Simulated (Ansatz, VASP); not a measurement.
One calculation of Si2W, two programs

```
CELL_PARAMETERS angstrom
-1.61471 1.61471 3.93474
1.61471 -1.61471 3.93474
1.61471 1.61471 -3.93474
ATOMIC_POSITIONS crystal
Si 0.33454 0.33454 0.00000
Si 0.66546 0.66546 0.00000
W 0.00000 0.00000 0.00000
```

Alike in both runs: functional PBE; k mesh 10 × 10 × 10; occupations fermi-dirac, width 0.1 eV; no spin polarisation.

Ansatz relaxed the structure, and its values are those at the end. VASP's run is a single point on that final structure, the one shown.

|  | VASP | Ansatz |
| --- | --- | --- |
| version | VASP 6.6.1 | Ansatz 0.2.0 |
| potentials or method | VASP PAW PBE potentials, release 64 (Si, W_sv), cutoff 520 eV | PAW plane waves |
| valence electrons in the cell | 22 | 22 |

```tsv
	VASP	Ansatz	Ansatz less VASP
gap on the k mesh at the Fermi level (eV)	none	none	-
pressure (GPa)	0.0	0.0	-0.04
```

A gap of «none» marks a metal or a gap that the smearing closes. With one functional, cell and mesh, what is left measures potentials, basis and numerics.

Neither program's run includes spin-orbit coupling.
